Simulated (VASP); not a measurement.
# GdSbTe3 (P4mm) in VASP: single point with PBE

Aim: the single point of GdSbTe3 with PBE.

Everything below comes from runs of VASP 6.6.1. Logs are shortened: lines on timing, memory, paths and dates and some standing lists are left out, and cuts for length are marked.

## 1. The cell of the first run

Symmetry: P4mm, No. 99, tetragonal system. The conventional cell has a = 4.949 Å, b = 4.949 Å, c = 6.263 Å, α = 90.00°, β = 90.00°, γ = 90.00°. Gd (site symmetry 4mm) has 12 Te at 3.56 to 3.99 Å and 4 Sb at 4.09 Å within 4.7 Å. Within 3.5 Å of Sb (site symmetry 4mm) lie 6 Te at 2.67 to 3.48 Å. Te (site symmetry 4mm) has 2 Sb at 2.78 to 3.48 Å and 4 Te at 3.50 Å and 4 Gd at 3.56 Å within 3.7 Å. Te (site symmetry 2mm) has 2 Sb at 2.67 Å and 6 Te at 3.50 Å within 3.5 Å.

The cell was generated, and may not be a known phase.

## 2. Single point, PBE, collinear spin, ferromagnetic start

Contents of INCAR:

```
ALGO = Normal ; EDIFF = 1E-6
ENCUT = 520 ; GGA = PE
ISIF = 2 ; ISMEAR = 0
ISPIN = 2 ; LASPH = T
LCHARG = F ; LMAXMIX = 6
LORBIT = 11 ; LREAL = F
LWAVE = F ; MAGMOM = 7 0 0 0 0
NBANDS = 32 ; NELM = 150
PREC = Accurate ; SIGMA = 0.1
```

Contents of KPOINTS:

```
k-points
0
Gamma
  4 4 4
```

Contents of POSCAR:

```
GdSbTe3
1.0
    4.9492718900      0.0000000000      0.0000000000
    0.0000000000      4.9492718900      0.0000000000
    0.0000000000      0.0000000000      6.2625846200
Gd Sb Te
1 1 3
Direct
    0.0000000000      0.0000000000      0.0000000000
    0.5000000000      0.5000000000      0.6620000000
    0.5000000000      0.5000000000      0.1059000000
    0.0000000000      0.5000000000      0.5000000000
    0.5000000000      0.0000000000      0.5000000000
```

Potentials or basis: VASP PAW PBE potentials, release 64 (Gd, Sb, Te).

On the command line:

```
$ cat potpaw_PBE.64/Gd/POTCAR potpaw_PBE.64/Sb/POTCAR potpaw_PBE.64/Te/POTCAR > POTCAR
$ mpirun -np 1 vasp_std > vasp.out
```

OUTCAR:

```text
EDIFF = 1E-6
   ENCUT = 520
   GGA = PE
   ISIF = 2
   ISMEAR = 0
   ISPIN = 2
   LASPH = T
   LORBIT = 11
   LREAL = F
   NELM = 150
   PREC = Accurate

 ion  position               nearest neighbor table
   1  0.000  0.000  0.000-   3 3.56   3 3.56   3 3.56   3 3.56
   2  0.500  0.500  0.662-   4 2.67   5 2.67   5 2.67   4 2.67   3 2.78   3 3.48
   3  0.500  0.500  0.106-   2 2.78   2 3.48   4 3.50   5 3.50   5 3.50   4 3.50   1 3.56   1 3.56
                             1 3.56   1 3.56
   4  0.000  0.500  0.500-   2 2.67   2 2.67   3 3.50   3 3.50   5 3.50   5 3.50   5 3.50   5 3.50

   5  0.500  0.000  0.500-   2 2.67   2 2.67   3 3.50   3 3.50   4 3.50   4 3.50   4 3.50   4 3.50

  LATTYP: Found a simple tetragonal cell.
 ALAT       =     4.9492718900
 C/A-ratio  =     1.2653547348

  Lattice vectors:

 A1 = (   4.9492718900,   0.0000000000,   0.0000000000)
 A2 = (   0.0000000000,   4.9492718900,   0.0000000000)
 A3 = (   0.0000000000,   0.0000000000,   6.2625846200)

Analysis of symmetry for initial positions (statically):
=====================================================================
 Subroutine PRICEL returns:
 Original cell was already a primitive cell.

 Routine SETGRP: Setting up the symmetry group for a
 simple tetragonal supercell.

 Subroutine GETGRP returns: Found  8 space group operations
 (whereof  8 operations were pure point group operations)
 out of a pool of 16 trial point group operations.

The static configuration has the point symmetry C_4v.

Analysis of symmetry for dynamics (positions and initial velocities):
=====================================================================
 Subroutine PRICEL returns:
 Original cell was already a primitive cell.

 Routine SETGRP: Setting up the symmetry group for a
 simple tetragonal supercell.

 Subroutine GETGRP returns: Found  8 space group operations
 (whereof  8 operations were pure point group operations)
 out of a pool of 16 trial point group operations.

The dynamic configuration has the point symmetry C_4v.

Analysis of structural, dynamic, and magnetic symmetry:
=====================================================================
 Subroutine PRICEL returns:
 Original cell was already a primitive cell.

 Routine SETGRP: Setting up the symmetry group for a
 simple tetragonal supercell.

 Subroutine GETGRP returns: Found  8 space group operations
 (whereof  8 operations were pure point group operations)
 out of a pool of 16 trial point group operations.

The overall configuration has the point symmetry C_4v.

 Subroutine INISYM returns: Found  8 space group operations
 (whereof  8 operations are pure point group operations),
 and found     1 'primitive' translations

----------------------------------------------------------------------------------------

                                     Primitive cell

  volume of cell :     153.4038

  direct lattice vectors                    reciprocal lattice vectors
     4.949271890  0.000000000  0.000000000     0.202049922  0.000000000  0.000000000
     0.000000000  4.949271890  0.000000000     0.000000000  0.202049922  0.000000000
     0.000000000  0.000000000  6.262584620     0.000000000  0.000000000  0.159678481

  length of vectors
     4.949271890  4.949271890  6.262584620     0.202049922  0.202049922  0.159678481

  position of ions in fractional coordinates (direct lattice)
     0.000000000  0.000000000  0.000000000
     0.500000000  0.500000000  0.662000000
     0.500000000  0.500000000  0.105900000
     0.000000000  0.500000000  0.500000000
     0.500000000  0.000000000  0.500000000

  ion indices of the primitive-cell ions
   primitive index   ion index
                 1           1
                 2           2
                 3           3
                 4           4
                 5           5

----------------------------------------------------------------------------------------

 KPOINTS: k-points

Automatic generation of k-mesh.
 Grid dimensions read from file:
 generate k-points for:    4    4    4

 Generating k-lattice:

  Cartesian coordinates                     Fractional coordinates (reciprocal lattice)
     0.050512481  0.000000000  0.000000000     0.250000000  0.000000000  0.000000000
     0.000000000  0.050512481  0.000000000     0.000000000  0.250000000  0.000000000
     0.000000000  0.000000000  0.039919620     0.000000000  0.000000000  0.250000000

  Length of vectors
     0.050512481  0.050512481  0.039919620

  Shift w.r.t. Gamma in fractional coordinates (k-lattice)
     0.000000000  0.000000000  0.000000000

 Subroutine IBZKPT returns following result:
 ===========================================

 Found     18 irreducible k-points:

 Following reciprocal coordinates:
            Coordinates               Weight
  0.000000  0.000000  0.000000      1.000000
  0.250000  0.000000  0.000000      4.000000
  0.500000  0.000000  0.000000      2.000000
  0.250000  0.250000  0.000000      4.000000
  0.500000  0.250000  0.000000      4.000000
  0.500000  0.500000  0.000000      1.000000
[... 10 lines left out ...]
  0.500000  0.250000  0.500000      4.000000
  0.500000  0.500000  0.500000      1.000000
   k-points           NKPTS =     18   k-points in BZ     NKDIM =     18   number of bands    NBANDS=     32
   number of dos      NEDOS =    301   number of ions     NIONS =      5
   total plane-waves  NPLWV =  76800
   dimension x,y,z NGX =    40 NGY =   40 NGZ =   48
   dimension x,y,z NGXF=    80 NGYF=   80 NGZF=   96
   ions per type =               1   1   3
   NGX,Y,Z   is equivalent  to a cutoff of  13.44, 13.44, 12.74 a.u.
   NGXF,Y,Z  is equivalent  to a cutoff of  26.87, 26.87, 25.48 a.u.
 SYSTEM =  unknown system
   PREC   = accura    normal or accurate (medium, high low for compatibility)
   ISTART =      0    job   : 0-new  1-cont  2-samecut
   ICHARG =      2    charge: 1-file 2-atom 10-const
   ISPIN  =      2    spin polarized calculation?
   LNONCOLLINEAR =      F non collinear calculations
   LSORBIT =      F    spin-orbit coupling
   LASPH  =      T    aspherical Exc in radial PAW
   ENCUT  =  520.0 eV  38.22 Ry    6.18 a.u.   9.20  9.20 11.64*2*pi/ulx,y,z
   NELM   =    150;   NELMIN=  2; NELMDL= -5     # of ELM steps
   EDIFF  = 0.1E-05   stopping-criterion for ELM
   LREAL  =      F    real-space projection
[... 7 lines left out ...]
   TEBEG  =    0.0;   TEEND  =   0.0 temperature during run
   PSTRESS=    0.0 pullay stress
   NELECT =      41.0000    total number of electrons
   NUPDOWN=      -1.0000    fix difference up-down
   EMIN   =  10.00;   EMAX   =-10.00  energy-range for DOS
   EFERMI =   0.00;   METHOD = LEGACY
   ISMEAR =     0;   SIGMA  =   0.10  broadening in eV -4-tet -1-fermi 0-gaus
   EFERMI_NEDOS =   21; number of points for ismear=-14 and -15
   IALGO  =     38    algorithm
   IMIX   =      4    mixing-type and parameters
     AMIX     =   0.40;   BMIX     =  1.00
     AMIX_MAG =   1.60;   BMIX_MAG =  1.00
  volume/ion in A,a.u.               =      30.68       207.04
  Fermi-wavevector in a.u.,A,eV,Ry     =   1.054526  1.992766 15.130025  1.112025
  Thomas-Fermi vector in A             =   2.189690
   LORBIT       =     11    0 simple, 1 ext, 2 COOP (PROOUT), +10 PAW based schemes
   GGA     = PE    functional components
   LHFCALC =     F    Hartree Fock is set to
   AEXX    =    0.0000 exact exchange contribution
   IVDW    =     0    specifies the selected vdW correction
   LEPSILON=     F    determine dielectric tensor
   LRPA    =     F    only Hartree local field effects (RPA)
 spin polarized calculation
 Gauss-broadening in eV      SIGMA  =   0.10
  energy-cutoff  :      520.00
  volume of cell :      153.40
 maximum number of plane-waves:      4148
 NGX is ok and might be reduce to    40
   NGX = 19   NGY = 19   NGZ = 23

 number of electron      40.9999998 magnetization       6.7647615

 Free energy of the ion-electron system (eV)
  ---------------------------------------------------
  ext. energy  EPLUGINS =         0.00000000
  ---------------------------------------------------
  free energy    TOTEN  =       -24.47871963 eV

  energy without entropy =      -24.43055913  energy(sigma->0) =      -24.45463938

 E-fermi :   7.0491     XC(G=0):  -9.6159

 val. band max:        7.0027000428   @ k =   0.0000   0.0000   0.0000
 cond. band min:       7.0565337267   @ k =   0.5000   0.2500   0.2500
 fundamental gap:      0.0538336839
 Fermi energy:         7.0490996552

 spin component 1

 k-point     1 :       0.0000    0.0000    0.0000
  band No.  band energies     occupation
      1     -39.1328      1.00000
      2     -16.6613      1.00000
      3     -16.6613      1.00000
      4     -16.6205      1.00000
      5      -7.5517      1.00000
      6      -4.5474      1.00000
[... 619 lines left out ...]
     31       9.2190      0.00000
     32       9.2190      0.00000
 Fermi energy:         7.0490996552

 spin component 2

 k-point     1 :       0.0000    0.0000    0.0000
  band No.  band energies     occupation
      1     -36.1408      1.00000
      2     -14.4981      1.00000
      3     -14.4981      1.00000
      4     -14.4725      1.00000
      5      -7.5543      1.00000
      6      -4.5573      1.00000
[... 619 lines left out ...]
     31       9.3899      0.00000
     32       9.6978      0.00000

------------------------ aborting loop because EDIFF is reached ----------------------------------------

  FORCE on cell =-STRESS in cart. coord.  units (eV):
  Direction    XX          YY          ZZ          XY          YZ          ZX
  --------------------------------------------------------------------------------------
  -------------------------------------------------------------------------------------
  Total       12.9963159     12.9963159      3.7916841      0.0000000     -0.0000000      0.0000000
  in kB      135.7358635    135.7358635     39.6010314      0.0000000     -0.0000000      0.0000000
  external PRESSURE =     103.6909195 kB  Pullay stress =       0.0000000 kB

 VOLUME and BASIS-vectors are now :
 -----------------------------------------------------------------------------
  energy-cutoff  :      520.00
  volume of cell :      153.40
      direct lattice vectors                 reciprocal lattice vectors
     4.949271890  0.000000000  0.000000000     0.202049922  0.000000000  0.000000000
     0.000000000  4.949271890  0.000000000     0.000000000  0.202049922  0.000000000
     0.000000000  0.000000000  6.262584620     0.000000000  0.000000000  0.159678481

 POSITION                                       TOTAL-FORCE (eV/Angst)
 -----------------------------------------------------------------------------------
      0.00000      0.00000      0.00000         0.000000     -0.000000      0.247999
      2.47464      2.47464      4.14583         0.000000      0.000000      1.091907
      2.47464      2.47464      0.66321         0.000000      0.000000      0.007003
      0.00000      2.47464      3.13129         0.000000      0.000000     -0.673454
      2.47464      0.00000      3.13129         0.000000      0.000000     -0.673454
 -----------------------------------------------------------------------------------
    total drift:                                0.000000     -0.000000      0.000176

  FREE ENERGIE OF THE ION-ELECTRON SYSTEM (eV)
  ---------------------------------------------------
  free  energy   TOTEN  =       -24.4787196278 eV

  energy  without entropy=      -24.4305591326  energy(sigma->0) =      -24.45463938

 total charge

# of ion       s       p       d       f       tot
--------------------------------------------------
    1        2.019   5.581   0.272   7.299  15.172
    2        1.229   1.210   0.109   0.000   2.548
    3        1.397   1.945   0.044   0.000   3.386
    4        1.413   1.996   0.062   0.000   3.472
    5        1.413   1.996   0.062   0.000   3.472
--------------------------------------------------
tot          7.471  12.729   0.549   7.299  28.048

 magnetization (x)

# of ion       s       p       d       f       tot
--------------------------------------------------
    1        0.002  -0.076   0.069   6.491   6.486
    2        0.003  -0.003   0.000   0.000  -0.001
    3        0.000  -0.019   0.001   0.000  -0.018
    4        0.000  -0.008   0.000   0.000  -0.007
    5        0.000  -0.008   0.000   0.000  -0.007
--------------------------------------------------
tot          0.005  -0.114   0.071   6.491   6.453
```

Run time: 6.9 min. Hardware: 1 thread of Intel Xeon Platinum 8488C (Sapphire Rapids), shared host; peak memory 0.43 GiB.

Results:

```yaml
Free_energy: -24.4787 eV
Pressure: 10.4 GPa
Largest_force: 1.092 eV/Å
Net_moment: 6.76 μB per cell
Site_moments: Gd +6.49; Sb -0.00; Te -0.02, -0.01 (each value once) μB
Valence_electrons_inside_the_program's_atomic_spheres: Gd 15.17; Sb 2.55; Te 3.39, 3.47 (each value once)
```

Forces in eV/Å, atoms in the order of the input:
```
Gd   0.000  0.000  0.248
Sb   0.000  0.000  1.092
Te   0.000  0.000  0.007
Te   0.000  0.000 -0.673
Te   0.000  0.000 -0.673
```

Caveat: the stress differs along the axes, from 4 to 14 GPa; spin-orbit coupling is left out, which moves the levels of the heavy elements; a cell with one magnetic atom can't hold antiferromagnetic order, which such compounds often take; semilocal functionals describe open f shells poorly, which spoils levels, moments and volumes; forces of over 1 eV/Å act on the atoms, so gaps and moduli don't describe the material at rest. The state reached can hang on the start; a lower one may exist.
